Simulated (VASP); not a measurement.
# Hf (P6_3/mmc) in VASP: settings compared, part 3 of 3

VASP 6.6.1.

### 5 Single point, PBE0

This run uses another cell than the first one, of 21.04 Å³/atom.

The input, POSCAR:

```
Hf
1.0
    3.1314429137      0.0000000000      0.0000000000
   -1.5657214569      2.7119091138      0.0000000000
    0.0000000000      0.0000000000      4.9545506207
Hf
2
Direct
    0.6666666667      0.3333333333      0.7500000000
    0.3333333333      0.6666666667      0.2500000000
```

The input, INCAR.step1:

```
SYSTEM = Hf
PREC = Accurate
ENCUT = 520
EDIFF = 1E-5
ISMEAR = -1
SIGMA = 0.05
LREAL = .FALSE.
LASPH = .TRUE.
NELM = 100
ALGO = Normal
ISIF = 2
LWAVE = .TRUE.
NBANDS = 17
GGA = PE
```

The input, INCAR.step2:

```
SYSTEM = Hf
PREC = Accurate
ENCUT = 520
EDIFF = 1E-6
ISMEAR = -1
SIGMA = 0.05
LREAL = .FALSE.
LASPH = .TRUE.
NELM = 100
ALGO = Normal
ISIF = 2
LWAVE = .FALSE.
LCHARG = .TRUE.
GGA = PE
LHFCALC = .TRUE.
AEXX = 0.25
PRECFOCK = Normal
LELF = .TRUE.
LVHAR = .TRUE.
NBANDS = 17
ISTART = 1
```

The input, KPOINTS:

```
Automatic mesh
0
G
  6 6 4
  0 0 0
```

Potentials or basis: VASP PAW PBE potentials, release 64 (Hf_pv).

Launch:

```sh
> cat potpaw_PBE.64/Hf_pv/POTCAR > POTCAR
> cp INCAR.step1 INCAR
> mpirun -np 1 vasp_std > vasp.out
> cp INCAR.step2 INCAR
> mpirun -np 1 vasp_std > vasp.out
```

OUTCAR:

```text
SYSTEM = Hf
   PREC = Accurate
   ENCUT = 520
   EDIFF = 1E-6
   ISMEAR = -1
   LREAL = .FALSE.
   LASPH = .TRUE.
   NELM = 100
   ISIF = 2
   GGA = PE
   LHFCALC = .TRUE.
   AEXX = 0.25
   PRECFOCK = Normal
   ISTART = 1

 ion  position               nearest neighbor table
   1  0.667  0.333  0.750-   2 3.07   2 3.07   2 3.07   2 3.07   2 3.07   2 3.07
   2  0.333  0.667  0.250-   1 3.07   1 3.07   1 3.07   1 3.07   1 3.07   1 3.07

  LATTYP: Found a hexagonal cell.
 ALAT       =     3.1314429137
 C/A-ratio  =     1.5821941377

  Lattice vectors:

 A1 = (   3.1314429137,   0.0000000000,   0.0000000000)
 A2 = (  -1.5657214569,   2.7119091138,   0.0000000000)
 A3 = (   0.0000000000,   0.0000000000,   4.9545506207)

Analysis of symmetry for initial positions (statically):
=====================================================================
 Subroutine PRICEL returns:
 Original cell was already a primitive cell.

 Routine SETGRP: Setting up the symmetry group for a
 hexagonal supercell.

 Subroutine GETGRP returns: Found 24 space group operations
 (whereof 12 operations were pure point group operations)
 out of a pool of 24 trial point group operations.

The static configuration has the point symmetry D_3d.
 The point group associated with its full space group is D_6h.

Analysis of symmetry for dynamics (positions and initial velocities):
=====================================================================
 Subroutine PRICEL returns:
 Original cell was already a primitive cell.

 Routine SETGRP: Setting up the symmetry group for a
 hexagonal supercell.

 Subroutine GETGRP returns: Found 24 space group operations
 (whereof 12 operations were pure point group operations)
 out of a pool of 24 trial point group operations.

The dynamic configuration has the point symmetry D_3d.
 The point group associated with its full space group is D_6h.

 Subroutine INISYM returns: Found 24 space group operations
 (whereof 12 operations are pure point group operations),
 and found     1 'primitive' translations

----------------------------------------------------------------------------------------

                                     Primitive cell

  volume of cell :      42.0750

  direct lattice vectors                    reciprocal lattice vectors
     3.131442914  0.000000000  0.000000000     0.319341603  0.184371961  0.000000000
    -1.565721457  2.711909114  0.000000000     0.000000000  0.368743921  0.000000000
     0.000000000  0.000000000  4.954550621     0.000000000  0.000000000  0.201834652

  length of vectors
     3.131442914  3.131442914  4.954550621     0.368743921  0.368743921  0.201834652

  position of ions in fractional coordinates (direct lattice)
     0.666666667  0.333333333  0.750000000
     0.333333333  0.666666667  0.250000000

  ion indices of the primitive-cell ions
   primitive index   ion index
                 1           1
                 2           2

----------------------------------------------------------------------------------------

[... 27 lines left out ...]
  0.166667  0.000000  0.000000      6.000000
  0.333333  0.000000  0.000000      6.000000
  0.500000  0.000000  0.000000      3.000000
  0.166667  0.166667  0.000000      6.000000
  0.333333  0.166667  0.000000     12.000000
[... 13 lines left out ...]
  0.333333  0.166667  0.500000     12.000000
  0.333333  0.333333  0.500000      2.000000
   k-points           NKPTS =     21   k-points in BZ     NKDIM =    144   number of bands    NBANDS=     17
   number of dos      NEDOS =    301   number of ions     NIONS =      2
   total plane-waves  NPLWV =  23040
   dimension x,y,z NGX =    24 NGY =   24 NGZ =   40
   dimension x,y,z NGXF=    48 NGYF=   48 NGZF=   80
   ions per type =               2
   NGX,Y,Z   is equivalent  to a cutoff of  12.74, 12.74, 13.42 a.u.
   NGXF,Y,Z  is equivalent  to a cutoff of  25.48, 25.48, 26.84 a.u.
 SYSTEM =  Hf
   PREC   = accura    normal or accurate (medium, high low for compatibility)
   ISTART =      1    job   : 0-new  1-cont  2-samecut
   ICHARG =      0    charge: 1-file 2-atom 10-const
   ISPIN  =      1    spin polarized calculation?
   LNONCOLLINEAR =      F non collinear calculations
   LSORBIT =      F    spin-orbit coupling
   LASPH  =      T    aspherical Exc in radial PAW
   ENCUT  =  520.0 eV  38.22 Ry    6.18 a.u.   5.82  5.82  9.21*2*pi/ulx,y,z
   NELM   =    100;   NELMIN=  2; NELMDL=  0     # of ELM steps
   EDIFF  = 0.1E-05   stopping-criterion for ELM
   LREAL  =      F    real-space projection
   EDIFFG = 0.1E-04   stopping-criterion for IOM
   NSW    =      0    number of steps for IOM
   IBRION =     -1    ionic relax: 0-MD 1-quasi-New 2-CG
   NFREE  =      0    steps in history (QN), initial steepest desc. (CG)
   ISIF   =      2    stress and relaxation
   ISYM   =      3    0-nonsym 1-usesym 2-fastsym
   POTIM  = 0.5000    time-step for ionic-motion
   TEBEG  =    0.0;   TEEND  =   0.0 temperature during run
   PSTRESS=    0.0 pullay stress
   NELECT =      20.0000    total number of electrons
   NUPDOWN=      -1.0000    fix difference up-down
   EMIN   =  10.00;   EMAX   =-10.00  energy-range for DOS
   EFERMI =   0.00;   METHOD = LEGACY
   ISMEAR =    -1;   SIGMA  =   0.05  broadening in eV -4-tet -1-fermi 0-gaus
   EFERMI_NEDOS =   21; number of points for ismear=-14 and -15
   IALGO  =     38    algorithm
   IMIX   =      1    mixing-type and parameters
     AMIX     =   0.40;   BMIX     =  1.00
     AMIX_MAG =   1.60;   BMIX_MAG =  1.00
  volume/ion in A,a.u.               =      21.04       141.97
  Fermi-wavevector in a.u.,A,eV,Ry     =   1.277645  2.414399 22.209834  1.632377
  Thomas-Fermi vector in A             =   2.410233
   LORBIT       =      0    0 simple, 1 ext, 2 COOP (PROOUT), +10 PAW based schemes
   GGA     = PE    functional components
   LHFCALC =     T    Hartree Fock is set to
   PRECFOCK=normal    Normal, Fast or Accurate (Low or Medium for compatibility)
   ENCUT4O =  -1.0   cutoff for four orbital integrals eV
   NKREDX  =     1    reduce k-point grid by
   NKREDY  =     1    reduce k-point grid by
   NKREDZ  =     1    reduce k-point grid by
   AEXX    =    0.2500 exact exchange contribution
   HFSCREEN=    0.0000 screening length (either q_TF or 0.3 A-1)
   HFSCREENC=   0.0000 screening length for correlation (either q_TF or 0.3 A-1)
   ENCUTFOCK=  -1.0 apply spherical cutoff to Coloumb kernel
   IVDW    =     0    specifies the selected vdW correction
   LEPSILON=     F    determine dielectric tensor
   LRPA    =     F    only Hartree local field effects (RPA)
 non-spin polarized calculation
  energy-cutoff  :      520.00
  volume of cell :       42.07
 maximum number of plane-waves:      1140
 NGX is ok and might be reduce to    24
  NGX = 18; NGY = 18; NGZ = 28

 number of electron      19.9999996 magnetization

 Free energy of the ion-electron system (eV)
  ---------------------------------------------------
  ext. energy  EPLUGINS =         0.00000000
  ---------------------------------------------------
  free energy    TOTEN  =       -24.49315798 eV

  energy without entropy =      -24.48600335  energy(sigma->0) =      -24.48958066

 E-fermi :   5.5216     XC(G=0):  -9.0991

 val. band max:        5.1592365506   @ k =   0.3333   0.3333   0.2500
 cond. band min:       5.5277032039   @ k =   0.1667   0.0000   0.2500
 fundamental gap:      0.3684666533
 Fermi energy:         5.5215784044

 k-point     1 :       0.0000    0.0000    0.0000
  band No.  band energies     occupation
      1     -28.5852      2.00000
      2     -27.5477      2.00000
      3     -27.5477      2.00000
      4     -27.3982      2.00000
      5     -27.3815      2.00000
      6     -27.3815      2.00000
[... 397 lines left out ...]
      4     -27.9977      2.00000
      5     -27.5675      2.00000
      6     -27.5675      2.00000
[... 9 lines left out ...]
     16      11.8049      0.00000
     17      15.7732      0.00000

------------------------ aborting loop because EDIFF is reached ----------------------------------------

  FORCE on cell =-STRESS in cart. coord.  units (eV):
  Direction    XX          YY          ZZ          XY          YZ          ZX
  --------------------------------------------------------------------------------------
  -------------------------------------------------------------------------------------
  Total        1.9549235      1.9549235      1.9916308     -0.0000000      0.0000000     -0.0000000
  in kB       74.4417284     74.4417284     75.8395087     -0.0000000      0.0000000     -0.0000000
  external PRESSURE =      74.9076552 kB  Pullay stress =       0.0000000 kB

 VOLUME and BASIS-vectors are now :
 -----------------------------------------------------------------------------
  energy-cutoff  :      520.00
  volume of cell :       42.07
      direct lattice vectors                 reciprocal lattice vectors
     3.131442914  0.000000000  0.000000000     0.319341603  0.184371961  0.000000000
    -1.565721457  2.711909114  0.000000000     0.000000000  0.368743921  0.000000000
     0.000000000  0.000000000  4.954550621     0.000000000  0.000000000  0.201834652

 POSITION                                       TOTAL-FORCE (eV/Angst)
 -----------------------------------------------------------------------------------
      1.56572      0.90397      3.71591        -0.000000     -0.000000     -0.000000
     -0.00000      1.80794      1.23864         0.000000      0.000000      0.000000
 -----------------------------------------------------------------------------------
    total drift:                                0.000000      0.000000      0.000000

  FREE ENERGIE OF THE ION-ELECTRON SYSTEM (eV)
  ---------------------------------------------------
  free  energy   TOTEN  =       -24.4931579755 eV

  energy  without entropy=      -24.4860033541  energy(sigma->0) =      -24.48958066
```

It took 27 min on 1 thread of Intel Xeon 6975P-C (Granite Rapids), shared host; peak memory 0.18 GiB.

What came out:

| Property | Result |
| --- | --- |
| Free energy | -24.4932 eV |
| Pressure | 7.5 GPa |
| Band gap on the k mesh | zero (bands 10 and 11 overlap by 2.74 eV) |

Stress tensor (GPa, compression positive):
```
7.44 0.00 0.00
0.00 7.44 0.00
0.00 0.00 7.58
```

Caveat: the k points lie up to 0.39 Å⁻¹ apart, too coarse for converged energies and pressures of a metal; the PAW data sets were made with another functional, which shifts forces and pressure a little; spin-orbit coupling is left out, which moves the levels of the heavy elements.

### 6 Single point, HSE06

The input, POSCAR:

```
Hf
1.0
    3.1967000000      0.0000000000      0.0000000000
   -1.5983500000      2.7684234083      0.0000000000
    0.0000000000      0.0000000000      5.0578000000
Hf
2
Direct
    0.6666666667      0.3333333333      0.7500000000
    0.3333333333      0.6666666667      0.2500000000
```

The input, INCAR.step1:

```
PREC     = Accurate       # precision mode
ENCUT    = 520            # plane-wave cutoff, eV
EDIFF    = 1E-5           # SCF threshold, eV
ISMEAR   = -1             # smearing method
SIGMA    = 0.05           # smearing width, eV
LREAL    = False          # projectors in reciprocal space
LASPH    = True           # aspherical terms in the spheres
NELM     = 80             # most SCF steps
ALGO     = Normal         # electronic algorithm
ISIF     = 2              # what is computed and relaxed
LWAVE    = True           # write WAVECAR
LCHARG   = False          # write CHGCAR
NBANDS   = 17             # bands
GGA      = PE             # functional
```

The input, INCAR.step2:

```
PREC     = Accurate       # precision mode
ENCUT    = 520            # plane-wave cutoff, eV
EDIFF    = 1E-7           # SCF threshold, eV
ISMEAR   = -1             # smearing method
SIGMA    = 0.05           # smearing width, eV
LREAL    = False          # projectors in reciprocal space
LASPH    = True           # aspherical terms in the spheres
NELM     = 80             # most SCF steps
ALGO     = Normal         # electronic algorithm
ISIF     = 2              # what is computed and relaxed
LWAVE    = False          # write WAVECAR
LCHARG   = False          # write CHGCAR
GGA      = PE             # functional
LHFCALC  = True           # exact exchange
HFSCREEN = 0.2079         # screening, 1/A
PRECFOCK = Normal       
NBANDS   = 17             # bands
ISTART   = 1
```

The input, KPOINTS:

```
regular mesh
0
Gamma
  6 6 4
```

Potentials or basis: VASP PAW PBE potentials, release 64 (Hf_pv).

Launch:

```sh
> cat potpaw_PBE.64/Hf_pv/POTCAR > POTCAR
> cp INCAR.step1 INCAR
> mpirun -np 1 vasp_std > vasp.out
> cp INCAR.step2 INCAR
> mpirun -np 1 vasp_std > vasp.out
```

OUTCAR:

```text
PREC = Accurate
   ENCUT = 520
   EDIFF = 1E-7
   ISMEAR = -1
   LREAL = False
   LASPH = True
   NELM = 80
   ISIF = 2
   GGA = PE
   LHFCALC = True
   HFSCREEN = 0.2079
   PRECFOCK = Normal
   ISTART = 1

 ion  position               nearest neighbor table
   1  0.667  0.333  0.750-   2 3.13   2 3.13   2 3.13   2 3.13   2 3.13   2 3.13
   2  0.333  0.667  0.250-   1 3.13   1 3.13   1 3.13   1 3.13   1 3.13   1 3.13

  LATTYP: Found a hexagonal cell.
 ALAT       =     3.1967000000
 C/A-ratio  =     1.5821941377

  Lattice vectors:

 A1 = (   3.1967000000,   0.0000000000,   0.0000000000)
 A2 = (  -1.5983500000,   2.7684234083,   0.0000000000)
 A3 = (   0.0000000000,   0.0000000000,   5.0578000000)

Analysis of symmetry for initial positions (statically):
=====================================================================
 Subroutine PRICEL returns:
[... 171 lines left out ...]
  ext. energy  EPLUGINS =         0.00000000
  ---------------------------------------------------
  free energy    TOTEN  =       -22.52526642 eV

  energy without entropy =      -22.50759538  energy(sigma->0) =      -22.51643090

 E-fermi :   4.9604     XC(G=0):  -9.2828

 val. band max:        4.9464608440   @ k =   0.3333   0.1667   0.5000
 cond. band min:       5.0456476159   @ k =   0.1667   0.0000   0.0000
 fundamental gap:      0.0991867719
 Fermi energy:         4.9603861780

 k-point     1 :       0.0000    0.0000    0.0000
  band No.  band energies     occupation
      1     -28.6417      2.00000
      2     -27.8256      2.00000
      3     -27.8256      2.00000
      4     -27.6930      2.00000
      5     -27.6930      2.00000
      6     -27.6727      2.00000
[... 397 lines left out ...]
      4     -28.1877      2.00000
      5     -27.8230      2.00000
      6     -27.8230      2.00000
[... 9 lines left out ...]
     16      10.6084      0.00000
     17      14.2539      0.00000

------------------------ aborting loop because EDIFF is reached ----------------------------------------

  FORCE on cell =-STRESS in cart. coord.  units (eV):
  Direction    XX          YY          ZZ          XY          YZ          ZX
  --------------------------------------------------------------------------------------
  -------------------------------------------------------------------------------------
  Total        0.0446015      0.0446015      0.1349245      0.0000000      0.0000000     -0.0000000
  in kB        1.5964832      1.5964832      4.8295368      0.0000000      0.0000000     -0.0000000
  external PRESSURE =       2.6741677 kB  Pullay stress =       0.0000000 kB

 VOLUME and BASIS-vectors are now :
 -----------------------------------------------------------------------------
  energy-cutoff  :      520.00
  volume of cell :       44.76
      direct lattice vectors                 reciprocal lattice vectors
     3.196700000  0.000000000  0.000000000     0.312822598  0.180608211  0.000000000
    -1.598350000  2.768423408  0.000000000     0.000000000  0.361216423  0.000000000
     0.000000000  0.000000000  5.057800000     0.000000000  0.000000000  0.197714421

 POSITION                                       TOTAL-FORCE (eV/Angst)
 -----------------------------------------------------------------------------------
      1.59835      0.92281      3.79335         0.000000      0.000000      0.000000
     -0.00000      1.84562      1.26445        -0.000000      0.000000     -0.000000
 -----------------------------------------------------------------------------------
    total drift:                                0.000000     -0.000000      0.000000

  FREE ENERGIE OF THE ION-ELECTRON SYSTEM (eV)
  ---------------------------------------------------
  free  energy   TOTEN  =       -22.5252664186 eV

  energy  without entropy=      -22.5075953790  energy(sigma->0) =      -22.51643090
```

OUTCAR.step1:

```text
PREC = Accurate
   ENCUT = 520
   EDIFF = 1E-5
   ISMEAR = -1
   LREAL = False
[... 639 lines left out ...]
      1.59835      0.92281      3.79335         0.000000     -0.000000      0.000000
     -0.00000      1.84562      1.26445        -0.000000      0.000000      0.000000
 -----------------------------------------------------------------------------------
    total drift:                               -0.000000      0.000000     -0.000000

  FREE ENERGIE OF THE ION-ELECTRON SYSTEM (eV)
  ---------------------------------------------------
  free  energy   TOTEN  =       -19.8321316821 eV

  energy  without entropy=      -19.8080423049  energy(sigma->0) =      -19.82008699
```

OSZICAR.step1:

```text
N       E                     dE             d eps       ncg     rms          rms(c)
DAV:   1     0.498290364800E+02    0.49829E+02   -0.11395E+04   714   0.112E+03
DAV:   2    -0.185371806049E+02   -0.68366E+02   -0.66583E+02   925   0.248E+02
DAV:   3    -0.205296498893E+02   -0.19925E+01   -0.19694E+01   875   0.272E+01
DAV:   4    -0.205492393240E+02   -0.19589E-01   -0.19576E-01   923   0.320E+00
DAV:   5    -0.205494123853E+02   -0.17306E-03   -0.17304E-03   904   0.269E-01    0.658E+01
DAV:   6    -0.200242361184E+02    0.52518E+00   -0.49119E-01   812   0.453E+00    0.389E+01
DAV:   7    -0.198425062708E+02    0.18173E+00   -0.82635E-01   817   0.562E+00    0.179E+00
DAV:   8    -0.198320395145E+02    0.10467E-01   -0.52845E-02   823   0.150E+00    0.589E-01
DAV:   9    -0.198321436752E+02   -0.10416E-03   -0.11785E-03   950   0.248E-01    0.205E-01
DAV:  10    -0.198321294730E+02    0.14202E-04   -0.68993E-05   859   0.560E-02    0.287E-01
DAV:  11    -0.198321316821E+02   -0.22090E-05   -0.83221E-06   519   0.216E-02
   1 F= -.19832132E+02 E0= -.19820087E+02  d E =-.240894E-01
```

Wall time 80 min (1 thread of Intel Xeon Platinum 8259CL at 2.50GHz (Skylake/Cascade Lake), shared host); peak memory 0.28 GiB.

What came out:

```
Free energy            : -22.5253 eV
Pressure               : 0.3 GPa
Band gap on the k mesh : zero (bands 10 and 11 overlap by 2.17 eV)
```

Caveat: the k points lie up to 0.38 Å⁻¹ apart, too coarse for converged energies and pressures of a metal; the PAW data sets were made with another functional, which shifts forces and pressure a little; spin-orbit coupling is left out, which moves the levels of the heavy elements.

### 7 Overview

```csv
level,potentials or basis,spin,cell,k mesh,smearing,grid for exact exchange (PRECFOCK),share of exact exchange,screening parameter,gap on the mesh (eV),pressure (GPa)
LDA,"VASP PAW LDA potentials, release 64 (Hf_pv)",off,"a = 3.197, b = 3.197, c = 5.058 Å, angles 90.0, 90.0, 120.0°, 2 atoms",10 × 10 × 5,gaussian 0.02 eV,-,-,-,none,-7.9
RPBE,"VASP PAW PBE potentials, release 64 (Hf_pv)",off,"a = 3.197, b = 3.197, c = 5.058 Å, angles 90.0, 90.0, 120.0°, 2 atoms",10 × 10 × 5,gaussian 0.02 eV,-,-,-,none,3.0
BLYP+D3(BJ),"VASP PAW PBE potentials, release 64 (Hf_pv)","non-collinear, zero start, SOC","a = 3.197, b = 3.197, c = 5.058 Å, angles 90.0, 90.0, 120.0°, 2 atoms",7 × 7 × 4,methfessel-paxton 0.2 eV,-,-,-,-,-5.0
PBE0,"VASP PAW PBE potentials, release 64 (Hf_pv)",off,"a = 3.131, b = 3.131, c = 4.955 Å, angles 90.0, 90.0, 120.0°, 2 atoms",6 × 6 × 4,fermi-dirac 0.05 eV,Normal,0.25,-,none,7.5
HSE06,"VASP PAW PBE potentials, release 64 (Hf_pv)",off,"a = 3.197, b = 3.197, c = 5.058 Å, angles 90.0, 90.0, 120.0°, 2 atoms",6 × 6 × 4,fermi-dirac 0.05 eV,Normal,0.25,0.2079 1/Å,none,0.3
```

Alike in all rows: task single point; cutoff (eV) 520.

Caveats: some runs use coarse meshes; spin-orbit coupling is left out, which moves the levels of the heavy elements (at least some runs); the PAW data sets were made with another functional, which shifts forces and pressure a little (at least some runs); the cell stands under tension (at least some runs); the dispersion term is far too large for a dense solid, which distorts pressure and volume (at least some runs).

Total energies depend on the potentials used, so only differences within one code and one set of settings carry meaning.

The gap in the log of VASP goes by the Fermi energy; the results here count the filled bands.